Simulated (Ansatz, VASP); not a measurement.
# Li4Hf4Se7 in VASP and in Ansatz

```xyz
15
Lattice="7.4120 0.0000 0.0000 -3.7060 6.4189 0.0000 0.0000 0.0000 6.5996" Properties=species:S:1:pos:R:3 pbc="T T T"
Li   -0.0874   -0.0505    3.2424
Li   -1.8530    3.2095    3.3161
Li    3.7934   -0.0505    3.2424
Li    1.8530    3.3104    3.2424
Hf    0.0760    0.0439    0.0139
Hf   -1.8530    3.2095    0.0188
Hf    3.6300    0.0439    0.0139
Hf    1.8530    3.1218    0.0139
Se   -0.0018    2.1407    1.6675
Se   -1.8530    5.3470    1.6675
Se    0.0019    4.2804    5.0022
Se    3.7078    2.1407    1.6675
Se    5.5590    1.0677    5.0022
Se    1.8530    5.3491    1.5236
Se    3.7041    4.2804    5.0022
```

Alike in both runs: functional LDA; k mesh 2 × 2 × 2; occupations fermi-dirac, width 0.15 eV; no spin polarisation.

Ansatz relaxed the structure, and its values are those at the end. VASP's run is a single point on that final structure, the one shown.

|  | VASP | Ansatz |
| --- | --- | --- |
| version | VASP 6.6.1 | Ansatz 0.2.0 |
| potentials or method | VASP PAW LDA potentials, release 64 (Li_sv, Hf_pv, Se) | plane waves, PAW |
| plane-wave cutoff (eV) | 650 | 420 |
| valence electrons in the cell | 94 | 228 |

Ansatz gave:

- gap on the k mesh at the Fermi level (eV): none
- rms of the force components (eV/Å): 0.004

Question: What did VASP give for the same quantities?

Answer: gap on the k mesh at the Fermi level (eV): none; rms of the force components (eV/Å): 0.009.

LDA's correlation is that of Perdew and Zunger in VASP and of Perdew and Wang (1992) in Ansatz. A gap of «none» marks a metal or a gap that the smearing closes. VASP's potentials hold 94 valence electrons a cell and Ansatz's 228, so a difference there can come from the potentials and not from the codes.

The k mesh is coarse, so the values compare programs but aren't converged. Spin-orbit coupling is off throughout.
